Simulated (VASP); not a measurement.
## CsH: single point with LDA

CsH:

```
Cs H
1.0
     0.00000    3.18800    3.18800
     3.18800    0.00000    3.18800
     3.18800    3.18800    0.00000
Cs H
1 1
Direct
  0.00000 0.01000 0.00000
  0.50000 0.50000 0.50000
```

```
Program                : VASP 6.6.1
Task                   : single point
Functional             : LDA
Potentials or basis    : VASP PAW LDA potentials, release 64 (Cs_sv, H)
Cutoff                 : 500 eV
k mesh                 : 4 × 4 × 4
Occupations            : gaussian, width 0.01 eV
Spin                   : no spin polarisation
Dipole correction      : no
Further INCAR settings : ALGO = Normal; EDIFF = 1e-06; NBANDS = 12
```

| Quantity | Value |
| --- | --- |
| Pressure | -1.2 GPa |
| Largest force | 0.020 eV/Å |
| Band gap on the k mesh | 1.93 eV |

Forces on the atoms (eV/Å):
```
Cs  -0.014  0.000 -0.014
H    0.014  0.000  0.014
```

Levels at points of the mesh, in eV from the valence-band top:
```tsv
k point	band 2	band 3	band 4	band 5	band 6	band 7	band 8	band 9
(0.00, 0.00, 0.00)	-7.90	-7.90	-7.90	-1.87	4.98	4.98	4.98	5.66
(0.50, 0.00, 0.00)	-8.77	-8.00	-8.00	0.00	1.93	4.54	4.54	6.99
(0.00, 0.50, 0.00)	-8.77	-8.00	-8.00	0.00	1.93	4.54	4.54	6.99
(0.50, 0.50, 0.00)	-8.65	-8.18	-8.18	-1.22	2.85	5.30	7.82	8.08
(0.50, 0.00, 0.50)	-8.65	-8.18	-8.18	-1.22	2.85	5.31	7.79	8.07
```

Wall time 21 s on 1 thread of Intel Xeon 8259CL, on a shared host, peak memory 0.17 GiB.

Caveat: the k points lie up to 0.43 Å⁻¹ apart; spin-orbit coupling is left out, which moves the levels of the heavy elements. As with any semilocal functional, this LDA gap is likely too small.
